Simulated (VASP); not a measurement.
## HfO2: single point with r2SCAN

The system is HfO2.

```
CELL_PARAMETERS angstrom
4.83830 0.00000 0.00000
0.00000 4.83830 0.00000
0.00000 0.00000 3.21999
ATOMIC_POSITIONS crystal
Hf 0.00000 0.00000 0.00000
Hf 0.50000 0.50000 0.50000
O 0.19495 0.80505 0.50000
O 0.30505 0.30505 0.00000
O 0.69495 0.69495 0.00000
O 0.80505 0.19495 0.50000
```

```
Program                : VASP 6.6.1
Task                   : single point
Functional             : r2SCAN
Potentials or basis    : VASP PAW PBE potentials, release 64 (Hf_pv, O)
Cutoff                 : 520 eV
k mesh                 : 6 × 6 × 8
Occupations            : gaussian, width 0.01 eV
Spin                   : no spin polarisation
Dipole correction      : no
Further INCAR settings : ALGO = Normal; EDIFF = 1e-06; NBANDS = 31
```

```
Pressure               : -3.2 GPa
Largest force          : 0.056 eV/Å
Band gap on the k mesh : 4.47 eV
```

Forces in eV/Å, atoms in the order of the input:
```
Hf   0.000  0.000  0.000
Hf   0.000  0.000  0.000
O   -0.040  0.040  0.000
O    0.040  0.040  0.000
O   -0.040 -0.040  0.000
O    0.040 -0.040  0.000
```

Stress tensor (GPa, compression positive):
```
-2.92  0.00  0.00
 0.00 -2.92  0.00
 0.00  0.00 -3.74
```

Levels at points of the mesh, in eV from the valence-band top:
```tsv
k point	band 18	band 19	band 20	band 21	band 22	band 23	band 24	band 25	band 26	band 27
(0.00, 0.00, 0.00)	-1.70	-0.79	-0.52	-0.52	0.00	4.47	4.62	5.71	6.07	6.07
(0.50, 0.00, 0.00)	-2.80	-1.50	-1.50	-0.67	-0.67	5.11	5.11	6.69	6.69	6.95
(0.50, 0.50, 0.00)	-1.75	-1.20	-1.20	-0.89	-0.89	4.68	4.68	6.14	6.14	7.11
(0.00, 0.00, 0.50)	-2.13	-2.09	-2.09	-1.01	-1.01	6.07	6.07	6.57	6.57	6.59
(0.50, 0.00, 0.50)	-1.84	-1.78	-1.78	-0.95	-0.95	4.69	4.69	6.81	6.81	7.40
(0.50, 0.50, 0.50)	-2.11	-1.10	-1.10	-0.54	-0.54	5.61	5.61	6.35	6.35	6.92
```

Wall time 2.8 min on 1 thread of Intel(R) Xeon(R) Platinum 8488C (Sapphire Rapids), on a shared host, peak memory 0.24 GiB.

Caveat: the cell stands under tension; the PAW data sets were made with another functional, which shifts forces and pressure a little; spin-orbit coupling is left out, which moves the levels of the heavy elements. A k mesh can miss the band edges.
